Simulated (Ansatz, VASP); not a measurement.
# C in VASP and in Ansatz

```
C
1.0
     2.49732    0.00000    0.00000
     0.00000    2.49732    0.00000
     0.00000    0.00000   20.41470
C
6
Direct
  0.75000 0.00000 0.39576
  0.25000 0.00000 0.43353
  0.25000 0.50000 0.47906
  0.75000 0.50000 0.52094
  0.75000 0.00000 0.56647
  0.25000 0.00000 0.60424
```

Alike in both runs: functional LDA; k mesh 10 × 10 × 1; occupations fermi-dirac, width 0.02 eV; no spin polarisation.

Ansatz relaxed the structure, and its values are those at the end. VASP's run is a single point on that final structure, the one shown.

```csv
,VASP,Ansatz
version,VASP 6.6.1,Ansatz 0.2.0
potentials or method,"VASP PAW LDA potentials, release 64 (C)","PAW with Ansatz's default frozen-core files, scalar-relativistic"
plane-wave cutoff (eV),520,420
valence electrons in the cell,24,24
```

```csv
,VASP,Ansatz,Ansatz less VASP
rms of the force components (eV/Å),0.025,0.001,-0.0241
```

LDA's correlation is that of Perdew and Zunger in VASP and of Perdew and Wang (1992) in Ansatz. Ansatz's warnings: stress scf threshold loose.
